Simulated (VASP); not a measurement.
Set up this calculation in VASP 6.6.1, as the native input.

| Item | Value |
| --- | --- |
| Task | single point |
| Functional | PBE |
| Dispersion | D3(BJ) |
| Potentials or basis | VASP PAW PBE potentials, release 64 (Ga_d, As, O, C) |
| Cutoff | 520 eV |
| k mesh | 7 × 5 × 1 |
| Occupations | gaussian, width 0.05 eV |
| Spin | no spin polarisation |
| Dipole correction | yes |
| Further INCAR settings | ALGO = Normal; EDIFF = 1e-07; NBANDS = 42 |

The structure of Ga3As3CO lies in POSCAR:

```
Ga3As3CO
1.0
    4.0137031111      0.0000000000      0.0000000000
    0.0000000000      5.6762333751      0.0000000000
    0.0000000000      0.0000000000     23.3352699083
Ga As O C
3 3 1 1
Direct
    0.5000000000      0.5000000000      0.1714143447
    0.0000000000      0.0653835255      0.2680035048
    0.5000000000      0.4894639609      0.3228546357
    0.0000000000      0.2500000000      0.1714143447
    0.5000000000      0.8102208698      0.2504948966
    0.0000000000      0.2887573198      0.3593388866
    0.3333333333      0.6220906532      0.4964703624
    0.3333333333      0.6220906532      0.5457519865
```

These files were run (other wordings do the same):

INCAR

```
SYSTEM = Ga3As3CO
PREC     = Accurate       ! precision mode
ENCUT    = 520            ! plane-wave cutoff, eV
EDIFF    = 1E-7           ! SCF threshold, eV
ISMEAR   = 0              ! smearing method
SIGMA    = 0.05           ! smearing width, eV
LREAL    = .FALSE.        ! projectors in reciprocal space
LASPH    = .TRUE.         ! aspherical terms in the spheres
NELM     = 100            ! most SCF steps
ALGO     = Normal         ! electronic algorithm
ISIF     = 2              ! what is computed and relaxed
LWAVE    = .FALSE.        ! write WAVECAR
LCHARG   = .TRUE.         ! write CHGCAR
LDIPOL   = .TRUE.       
IDIPOL   = 3            
DIPOL    = 0.5 0.5 0.323
GGA      = PE             ! functional
IVDW     = 12             ! dispersion correction
LELF     = .TRUE.         ! ELF
LVHAR    = .TRUE.       
LVACPOTAV= .TRUE.       
NBANDS   = 42             ! bands
```

KPOINTS

```
Automatic mesh
0
G
  7 5 1
  0 0 0
```

Potentials or basis: VASP PAW PBE potentials, release 64 (Ga_d, As, O, C).

Command:

```sh
$ cat potpaw_PBE.64/Ga_d/POTCAR potpaw_PBE.64/As/POTCAR potpaw_PBE.64/O/POTCAR potpaw_PBE.64/C/POTCAR > POTCAR
$ mpirun -np 1 vasp_std > vasp.out
```

Results of the run:

| Item | Value |
| --- | --- |
| Largest force | 1.109 eV/Å |
| Band gap on the k mesh | 0.40 eV (least direct gap 0.75 eV) |
| Dispersion energy per atom | -0.157 eV |

Wall time 7.2 min on 1 thread of Intel(R) Xeon(R) 6975P-C (Granite Rapids), on a shared host, peak memory 0.74 GiB.
